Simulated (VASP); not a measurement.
A run of VASP 6.6.1 is set up as follows.

File INCAR:

```
SYSTEM = La
PREC = Accurate ; ENCUT = 520
EDIFF = 1E-6 ; ISMEAR = -1
SIGMA = 0.1 ; LREAL = .False.
LASPH = .True. ; NELM = 80
ALGO = Normal ; ISIF = 2
LWAVE = .False. ; LCHARG = .True.
GGA = RP ; LELF = .True.
LVHAR = .True. ; NBANDS = 12
```

The input KPOINTS:

```
Automatic mesh
0
Gamma
  11 11 11
  0 0 0
```

Contents of POSCAR:

```
La
1.0
    3.3858533678      0.0000000000      0.0000000000
    0.0000000000      3.3858533678      0.0000000000
    0.0000000000      0.0000000000      3.3858533678
La
1
Direct
    0.0000000000      0.0000000000      0.0000000000
```

Potentials or basis: VASP PAW PBE potentials, release 64 (La).

The run is started by

```console
$ cat potpaw_PBE.64/La/POTCAR > POTCAR
$ mpirun -np 1 vasp_std > vasp.out
```

(1) What does it give for the pressure?

## Answers

(1) 0.1 GPa.

Caveat: the PAW data sets were made with another functional, which shifts forces and pressure a little.
